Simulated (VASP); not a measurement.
# Ga (Im-3m) in VASP: further runs

Runs on Ga. Level: LDA. Tasks: single point.

All numbers are computed with VASP 6.6.1; they aren't measurements. Logs are shortened: lines on timing, memory, paths and dates and some standing lists are left out, and cuts for length are marked.

## Step 1: The cell of the first run

The structure is cubic, space group Im-3m (No. 229). Conventional cell: a = 3.005 Å, b = 3.005 Å, c = 3.005 Å, α = 90.00°, β = 90.00°, γ = 90.00°. Within 3.4 Å of Ga (site symmetry m-3m) lie 14 Ga at 2.60 to 3.01 Å.

This isn't the form of Ga at room conditions, which is orthorhombic.

## Step 2: Single point, LDA

Contents of INCAR:

```
PREC = Accurate
ENCUT = 520
EDIFF = 1E-7
ISMEAR = -1
SIGMA = 0.08
LREAL = F
LASPH = T
NELM = 60
ALGO = Normal
ISIF = 2
LWAVE = F
LCHARG = F
GGA = CA
NBANDS = 12
```

Contents of KPOINTS:

```
regular mesh
0
Gamma
  17 17 17
```

Contents of POSCAR:

```
Ga
1.0
   -1.5026173887      1.5026173887      1.5026173887
    1.5026173887     -1.5026173887      1.5026173887
    1.5026173887      1.5026173887     -1.5026173887
Ga
1
Direct
    0.0000000000      0.0000000000      0.0000000000
```

Potentials or basis: VASP PAW LDA potentials, release 64 (Ga_d).

Command:

```bash
$ cat potpaw_LDA.64/Ga_d/POTCAR > POTCAR
$ mpirun -np 1 vasp_std > vasp.out
```

OUTCAR:

```text
PREC = Accurate
   ENCUT = 520
   EDIFF = 1E-7
   ISMEAR = -1
   LREAL = F
   LASPH = T
   NELM = 60
   ISIF = 2
   GGA = CA

 ion  position               nearest neighbor table
   1  0.000  0.000  0.000-

  LATTYP: Found a body centered cubic cell.
 ALAT       =     3.0052347774

  Lattice vectors:

 A1 = (  -1.5026173887,   1.5026173887,   1.5026173887)
 A2 = (   1.5026173887,  -1.5026173887,   1.5026173887)
 A3 = (   1.5026173887,   1.5026173887,  -1.5026173887)

Analysis of symmetry for initial positions (statically):
=====================================================================
 Subroutine PRICEL returns:
 Original cell was already a primitive cell.

 Routine SETGRP: Setting up the symmetry group for a
 body centered cubic supercell.

 Subroutine GETGRP returns: Found 48 space group operations
 (whereof 48 operations were pure point group operations)
 out of a pool of 48 trial point group operations.

The static configuration has the point symmetry O_h .

Analysis of symmetry for dynamics (positions and initial velocities):
=====================================================================
 Subroutine PRICEL returns:
 Original cell was already a primitive cell.

 Routine SETGRP: Setting up the symmetry group for a
 body centered cubic supercell.

 Subroutine GETGRP returns: Found 48 space group operations
 (whereof 48 operations were pure point group operations)
 out of a pool of 48 trial point group operations.

The dynamic configuration has the point symmetry O_h .

 Subroutine INISYM returns: Found 48 space group operations
 (whereof 48 operations are pure point group operations),
 and found     1 'primitive' translations

----------------------------------------------------------------------------------------

                                     Primitive cell

  volume of cell :      13.5708

  direct lattice vectors                    reciprocal lattice vectors
    -1.502617389  1.502617389  1.502617389     0.000000000  0.332752705  0.332752705
     1.502617389 -1.502617389  1.502617389     0.332752705  0.000000000  0.332752705
     1.502617389  1.502617389 -1.502617389     0.332752705  0.332752705  0.000000000

  length of vectors
     2.602609662  2.602609662  2.602609662     0.470583388  0.470583388  0.470583388

  position of ions in fractional coordinates (direct lattice)
     0.000000000  0.000000000  0.000000000

  ion indices of the primitive-cell ions
   primitive index   ion index
                 1           1

----------------------------------------------------------------------------------------

 KPOINTS: regular mesh

Automatic generation of k-mesh.
 Grid dimensions read from file:
 generate k-points for:   17   17   17

 Generating k-lattice:

  Cartesian coordinates                     Fractional coordinates (reciprocal lattice)
     0.000000000  0.019573689  0.019573689     0.058823529  0.000000000  0.000000000
     0.019573689  0.000000000  0.019573689     0.000000000  0.058823529  0.000000000
     0.019573689  0.019573689  0.000000000     0.000000000  0.000000000  0.058823529

  Length of vectors
     0.027681376  0.027681376  0.027681376

  Shift w.r.t. Gamma in fractional coordinates (k-lattice)
     0.000000000  0.000000000  0.000000000

 Subroutine IBZKPT returns following result:
 ===========================================

 Found    165 irreducible k-points:

 Following reciprocal coordinates:
            Coordinates               Weight
  0.000000  0.000000  0.000000      1.000000
  0.058824  0.000000  0.000000     12.000000
  0.117647  0.000000  0.000000     12.000000
  0.176471  0.000000  0.000000     12.000000
  0.235294  0.000000  0.000000     12.000000
  0.294118  0.000000  0.000000     12.000000
[... 16 lines left out ...]
  0.411765  0.117647  0.000000     48.000000
  0.176471  0.176471  0.000000     24.000000
 [... further k-points ...]
   k-points           NKPTS =    165   k-points in BZ     NKDIM =    165   number of bands    NBANDS=     12
   number of dos      NEDOS =    301   number of ions     NIONS =      1
   total plane-waves  NPLWV =   8000
   dimension x,y,z NGX =    20 NGY =   20 NGZ =   20
   dimension x,y,z NGXF=    40 NGYF=   40 NGZF=   40
   ions per type =               1
   NGX,Y,Z   is equivalent  to a cutoff of  12.78, 12.78, 12.78 a.u.
   NGXF,Y,Z  is equivalent  to a cutoff of  25.55, 25.55, 25.55 a.u.
 SYSTEM =  unknown system
   PREC   = accura    normal or accurate (medium, high low for compatibility)
   ISTART =      0    job   : 0-new  1-cont  2-samecut
   ICHARG =      2    charge: 1-file 2-atom 10-const
   ISPIN  =      1    spin polarized calculation?
   LNONCOLLINEAR =      F non collinear calculations
   LSORBIT =      F    spin-orbit coupling
   LASPH  =      T    aspherical Exc in radial PAW
   ENCUT  =  520.0 eV  38.22 Ry    6.18 a.u.   4.84  4.84  4.84*2*pi/ulx,y,z
   NELM   =     60;   NELMIN=  2; NELMDL= -5     # of ELM steps
   EDIFF  = 0.1E-06   stopping-criterion for ELM
   LREAL  =      F    real-space projection
   EDIFFG = 0.1E-05   stopping-criterion for IOM
   NSW    =      0    number of steps for IOM
   IBRION =     -1    ionic relax: 0-MD 1-quasi-New 2-CG
   NFREE  =      0    steps in history (QN), initial steepest desc. (CG)
   ISIF   =      2    stress and relaxation
   ISYM   =      2    0-nonsym 1-usesym 2-fastsym
   POTIM  = 0.5000    time-step for ionic-motion
   TEBEG  =    0.0;   TEEND  =   0.0 temperature during run
   PSTRESS=    0.0 pullay stress
   NELECT =      13.0000    total number of electrons
   NUPDOWN=      -1.0000    fix difference up-down
   EMIN   =  10.00;   EMAX   =-10.00  energy-range for DOS
   EFERMI =   0.00;   METHOD = LEGACY
   ISMEAR =    -1;   SIGMA  =   0.08  broadening in eV -4-tet -1-fermi 0-gaus
   EFERMI_NEDOS =   21; number of points for ismear=-14 and -15
   IALGO  =     38    algorithm
   IMIX   =      4    mixing-type and parameters
     AMIX     =   0.40;   BMIX     =  1.00
     AMIX_MAG =   1.60;   BMIX_MAG =  1.00
  volume/ion in A,a.u.               =      13.57        91.58
  Fermi-wavevector in a.u.,A,eV,Ry     =   1.613817  3.049671 35.435073  2.604404
  Thomas-Fermi vector in A             =   2.708825
   LORBIT       =      0    0 simple, 1 ext, 2 COOP (PROOUT), +10 PAW based schemes
   GGA     = CA    functional components
   LHFCALC =     F    Hartree Fock is set to
   AEXX    =    0.0000 exact exchange contribution
   IVDW    =     0    specifies the selected vdW correction
   LEPSILON=     F    determine dielectric tensor
   LRPA    =     F    only Hartree local field effects (RPA)
 non-spin polarized calculation
  energy-cutoff  :      520.00
  volume of cell :       13.57
 maximum number of plane-waves:       375
   NGX =  9   NGY =  9   NGZ =  9

 number of electron      13.0000007 magnetization

 Free energy of the ion-electron system (eV)
  ---------------------------------------------------
  ext. energy  EPLUGINS =         0.00000000
  ---------------------------------------------------
  free energy    TOTEN  =        -3.26382103 eV

  energy without entropy =       -3.25530294  energy(sigma->0) =       -3.25956199

 E-fermi :   9.0019     XC(G=0): -13.1211

 val. band max:        9.0010809502   @ k =  -0.4118   0.4118   0.2353
 cond. band min:       9.0241127284   @ k =  -0.3529  -0.4706   0.1765
 fundamental gap:      0.0230317782
 Fermi energy:         9.0018598939

 k-point     1 :       0.0000    0.0000    0.0000
  band No.  band energies     occupation
      1      -6.6148      2.00000
      2      -6.6148      2.00000
      3      -6.6148      2.00000
      4      -6.2160      2.00000
      5      -6.2160      2.00000
      6      -5.0342      2.00000
      7      25.9500      0.00000
      8      25.9500      0.00000
      9      25.9500      0.00000
     10      28.9768      0.00000
     11      28.9768      0.00000
     12      28.9768      0.00000

 k-point     2 :       0.0588    0.0000    0.0000
  band No.  band energies     occupation
      1      -6.6217      2.00000
      2      -6.6118      2.00000
      3      -6.5941      2.00000
      4      -6.2229      2.00000
      5      -6.2158      2.00000
      6      -4.9147      2.00000
      7      24.4857      0.00000
      8      25.1248      0.00000
      9      25.5827      0.00000
     10      27.6085      0.00000
     11      27.8060      0.00000
     12      28.6300      0.00000

 k-point     3 :       0.1176    0.0000    0.0000
  band No.  band energies     occupation
      1      -6.6414      2.00000
      2      -6.6094      2.00000
      3      -6.5343      2.00000
      4      -6.2418      2.00000
      5      -6.2151      2.00000
      6      -4.5505      2.00000
      7      21.4893      0.00000
      8      23.6365      0.00000
      9      24.6031      0.00000
     10      26.4651      0.00000
     11      26.6904      0.00000
     12      28.6122      0.00000

 k-point     4 :       0.1765    0.0000    0.0000
  band No.  band energies     occupation
      1      -6.6712      2.00000
      2      -6.6216      2.00000
      3      -6.4423      2.00000
      4      -6.2630      2.00000
      5      -6.2139      2.00000
      6      -3.9339      2.00000
      7      18.3349      0.00000
      8      22.1556      0.00000
      9      23.4269      0.00000
     10      25.3158      0.00000
     11      25.9464      0.00000
     12      29.1043      0.00000

 k-point     5 :       0.2353    0.0000    0.0000
  band No.  band energies     occupation
      1      -6.7071      2.00000
      2      -6.6582      2.00000
      3      -6.3291      2.00000
      4      -6.2736      2.00000
      5      -6.2121      2.00000
      6      -3.0641      2.00000
      7      15.2885      0.00000
      8      20.8364      0.00000
      9      22.3242      0.00000
     10      24.3684      0.00000
     11      25.3192      0.00000
     12      29.9438      0.00000
[... 228 lines left out ...]
      1      -6.7715      2.00000
      2      -6.7133      2.00000
      3      -6.2717      2.00000
      4      -6.2354      2.00000
      5      -6.1296      2.00000
      6      -0.2007      2.00000
      7      10.0545      0.00000
      8      15.7690      0.00000
      9      19.3640      0.00000
     10      24.8955      0.00000
     11      27.9679      0.00000
     12      30.4390      0.00000

 k-point    22 :       0.3529    0.1176   -0.0000
  band No.  band energies     occupation
      1      -6.8011      2.00000
      2      -6.7488      2.00000
      3      -6.2562      2.00000
      4      -6.2307      2.00000
      5      -6.0631      2.00000
      6       1.3936      2.00000
      7       7.5837      2.00000
      8      15.2654      0.00000
      9      18.8827      0.00000
     10      24.5513      0.00000
     11      27.8074      0.00000
     12      31.6717      0.00000

 k-point    23 :       0.4118    0.1176    0.0000
  band No.  band energies     occupation
      1      -6.8195      2.00000
      2      -6.7666      2.00000
      3      -6.2433      2.00000
      4      -6.2335      2.00000
      5      -6.0247      2.00000
      6       3.1916      2.00000
      7       5.3466      2.00000
      8      15.0109      0.00000
      9      18.6395      0.00000
     10      24.3790      0.00000
     11      27.6958      0.00000
     12      33.1597      0.00000

 k-point    24 :       0.1765    0.1765    0.0000
  band No.  band energies     occupation
      1      -6.7293      2.00000
      2      -6.6311      2.00000
      3      -6.3070      2.00000
      4      -6.2919      2.00000
      5      -6.1950      2.00000
      6      -1.6833      2.00000
      7      14.2487      0.00000
      8      14.8542      0.00000
      9      20.0390      0.00000
     10      26.6665      0.00000
     11      27.0739      0.00000
     12      31.4427      0.00000

 [... further k-points ...]

------------------------ aborting loop because EDIFF is reached ----------------------------------------

  FORCE on cell =-STRESS in cart. coord.  units (eV):
  Direction    XX          YY          ZZ          XY          YZ          ZX
  --------------------------------------------------------------------------------------
  -------------------------------------------------------------------------------------
  Total        2.4883605      2.4883605      2.4883605      0.0000000      0.0000000      0.0000000
  in kB      293.7775921    293.7775921    293.7775921      0.0000000      0.0000000      0.0000000
  external PRESSURE =     293.7775921 kB  Pullay stress =       0.0000000 kB

 VOLUME and BASIS-vectors are now :
 -----------------------------------------------------------------------------
  energy-cutoff  :      520.00
  volume of cell :       13.57
      direct lattice vectors                 reciprocal lattice vectors
    -1.502617389  1.502617389  1.502617389     0.000000000  0.332752705  0.332752705
     1.502617389 -1.502617389  1.502617389     0.332752705  0.000000000  0.332752705
     1.502617389  1.502617389 -1.502617389     0.332752705  0.332752705  0.000000000

 POSITION                                       TOTAL-FORCE (eV/Angst)
 -----------------------------------------------------------------------------------
      0.00000      0.00000      0.00000         0.000000      0.000000      0.000000
 -----------------------------------------------------------------------------------
    total drift:                                0.000000     -0.000000      0.000000

  FREE ENERGIE OF THE ION-ELECTRON SYSTEM (eV)
  ---------------------------------------------------
  free  energy   TOTEN  =        -3.2638210339 eV

  energy  without entropy=       -3.2553029405  energy(sigma->0) =       -3.25956199
```

Wall time 33 s (1 thread of Intel Xeon 8259CL, shared host); peak memory 0.13 GiB.

Results:

```yaml
Free_energy: -3.2638 eV
Pressure: 29.4 GPa
Band_gap_on_the_k_mesh: zero (an odd number of electrons rules out a gap without spin polarisation)
```

Caveat: the cell stands under pressure.

## Step 3: Single point, LDA

This run uses another cell than the first one, of 17.41 Å³/atom.

Contents of INCAR:

```
SYSTEM = Ga
ALGO     = Normal         ! electronic algorithm
EDIFF    = 1E-6           ! SCF threshold, eV
ENCUT    = 520            ! plane-wave cutoff, eV
ISIF     = 2              ! what is computed and relaxed
ISMEAR   = -1             ! smearing method
LASPH    = .TRUE.         ! aspherical terms in the spheres
LCHARG   = .TRUE.         ! write CHGCAR
LELF     = .TRUE.         ! ELF
LREAL    = .FALSE.        ! projectors in reciprocal space
LVHAR    = .TRUE.       
LWAVE    = .FALSE.        ! write WAVECAR
NBANDS   = 12             ! bands
NELM     = 100            ! most SCF steps
PREC     = Accurate       ! precision mode
SIGMA    = 0.08           ! smearing width, eV
```

Contents of KPOINTS:

```
k-points
0
G
  17 17 17
  0 0 0
```

Contents of POSCAR:

```
Ga
1.0
   -1.6325813546      1.6325813546      1.6325813546
    1.6325813546     -1.6325813546      1.6325813546
    1.6325813546      1.6325813546     -1.6325813546
Ga
1
Direct
    0.0000000000      0.0000000000      0.0000000000
```

Potentials or basis: VASP PAW LDA potentials, release 64 (Ga_d).

Command:

```bash
$ cat potpaw_LDA.64/Ga_d/POTCAR > POTCAR
$ mpirun -np 1 vasp_std > vasp.out
```

OUTCAR:

```text
SYSTEM = Ga
   EDIFF = 1E-6
   ENCUT = 520
   ISIF = 2
   ISMEAR = -1
   LASPH = .TRUE.
   LREAL = .FALSE.
   NELM = 100
   PREC = Accurate

 ion  position               nearest neighbor table
   1  0.000  0.000  0.000-

  LATTYP: Found a body centered cubic cell.
 ALAT       =     3.2651627092

  Lattice vectors:

 A1 = (  -1.6325813546,   1.6325813546,   1.6325813546)
 A2 = (   1.6325813546,  -1.6325813546,   1.6325813546)
 A3 = (   1.6325813546,   1.6325813546,  -1.6325813546)

Analysis of symmetry for initial positions (statically):
=====================================================================
 Subroutine PRICEL returns:
 Original cell was already a primitive cell.

 Routine SETGRP: Setting up the symmetry group for a
 body centered cubic supercell.

 Subroutine GETGRP returns: Found 48 space group operations
 (whereof 48 operations were pure point group operations)
 out of a pool of 48 trial point group operations.

The static configuration has the point symmetry O_h .

Analysis of symmetry for dynamics (positions and initial velocities):
=====================================================================
 Subroutine PRICEL returns:
 Original cell was already a primitive cell.

[... 168 lines left out ...]
      7      19.4723      0.00000
      8      19.4723      0.00000
      9      19.4723      0.00000
     10      24.1245      0.00000
     11      24.1245      0.00000
     12      24.1245      0.00000
[... 331 lines left out ...]
 k-point    24 :       0.1765    0.1765    0.0000
  band No.  band energies     occupation
      1      -9.0651      2.00000
      2      -9.0078      2.00000
      3      -8.8286      2.00000
      4      -8.8195      2.00000
      5      -8.7762      2.00000
      6      -2.8548      2.00000
      7      10.1456      0.00000
      8      11.3215      0.00000
      9      15.4443      0.00000
     10      21.2243      0.00000
     11      21.5985      0.00000
     12      25.4612      0.00000

 [... further k-points ...]

------------------------ aborting loop because EDIFF is reached ----------------------------------------

  FORCE on cell =-STRESS in cart. coord.  units (eV):
  Direction    XX          YY          ZZ          XY          YZ          ZX
  --------------------------------------------------------------------------------------
  -------------------------------------------------------------------------------------
  Total        0.0074696      0.0074696      0.0074696      0.0000000      0.0000000      0.0000000
  in kB        0.6875841      0.6875841      0.6875841      0.0000000      0.0000000      0.0000000
  external PRESSURE =       0.6875841 kB  Pullay stress =       0.0000000 kB

 VOLUME and BASIS-vectors are now :
 -----------------------------------------------------------------------------
  energy-cutoff  :      520.00
  volume of cell :       17.41
      direct lattice vectors                 reciprocal lattice vectors
    -1.632581355  1.632581355  1.632581355     0.000000000  0.306263451  0.306263451
     1.632581355 -1.632581355  1.632581355     0.306263451  0.000000000  0.306263451
     1.632581355  1.632581355 -1.632581355     0.306263451  0.306263451  0.000000000

 POSITION                                       TOTAL-FORCE (eV/Angst)
 -----------------------------------------------------------------------------------
      0.00000      0.00000      0.00000         0.000000     -0.000000      0.000000
 -----------------------------------------------------------------------------------
    total drift:                                0.000000      0.000000      0.000000

  FREE ENERGIE OF THE ION-ELECTRON SYSTEM (eV)
  ---------------------------------------------------
  free  energy   TOTEN  =        -3.5427847819 eV

  energy  without entropy=       -3.5335753970  energy(sigma->0) =       -3.53818009
```

Wall time 42 s (1 thread of Intel Xeon 8259CL, shared host); peak memory 0.15 GiB.

What came out:

```yaml
Free_energy: -3.5428 eV
Pressure: 0.1 GPa
Band_gap_on_the_k_mesh: zero (an odd number of electrons rules out a gap without spin polarisation)
```

Levels at points of the mesh, in eV from the Fermi level:
```
           k point  band 2  band 3  band 4  band 5  band 6  band 7  band 8  band 9  band 10  band 11
(0.00, 0.00, 0.00)  -15.12  -15.12  -14.89  -14.89  -11.70   13.37   13.37   13.37    18.02    18.02
```
